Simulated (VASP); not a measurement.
Write the native input for VASP 6.6.1 that does the following.

```
Task                   : single point
Functional             : PBE
Potentials or basis    : VASP PAW PBE potentials, release 64 (Pr_3, Sc_sv, O), 4f in core
Cutoff                 : 600 eV
k mesh                 : 12 × 12 × 8
Occupations            : gaussian, width 0.1 eV
Spin                   : no spin polarisation
Dipole correction      : no
Further INCAR settings : ALGO = Normal; EDIFF = 1e-06; NBANDS = 21
```

The structure of PrScO lies in POSCAR:

```
PrScO
1.0
    3.1618414110      0.0000000000      0.0000000000
    0.0000000000      3.1618414110      0.0000000000
    0.0000000000      0.0000000000      5.5087396459
Pr Sc O
1 1 1
Direct
    0.0000000000      0.0000000000      0.5000000000
    0.5000000000      0.5000000000      0.0000000000
    0.0000000000      0.0000000000      0.0000000000
```

The cell was generated, and may not be a known phase.

One way to write it, as run:

INCAR

```
ALGO = Normal
EDIFF = 1E-6
ENCUT = 600
GGA = PE
GGA_COMPAT = False
ISIF = 2
ISMEAR = 0
LASPH = True
LCHARG = False
LMAXMIX = 6
LREAL = False
LWAVE = False
NBANDS = 21
NELM = 200
PREC = Accurate
SIGMA = 0.1
```

KPOINTS

```
k-points
0
Gamma
  12 12 8
```

Potentials or basis: VASP PAW PBE potentials, release 64 (Pr_3, Sc_sv, O), 4f in core.

Command:

```console
$ cat potpaw_PBE.64/Pr_3/POTCAR potpaw_PBE.64/Sc_sv/POTCAR potpaw_PBE.64/O/POTCAR > POTCAR
$ mpirun -np 1 vasp_std > vasp.out
```

Results of the run:

* Pressure: 0.2 GPa
* Band gap on the k mesh: zero (bands 14 and 15 overlap by 1.82 eV)

Caveat: spin-orbit coupling is left out, which moves the levels of the heavy elements; the 4f electrons are frozen in the core, so they carry no moment and show no levels; the run has no spin polarisation, though such a crystal can be magnetic.

Wall time 2.4 min on 1 thread of AMD EPYC 7R13 Processor (Zen 3) (shared host), peak memory 0.32 GiB.
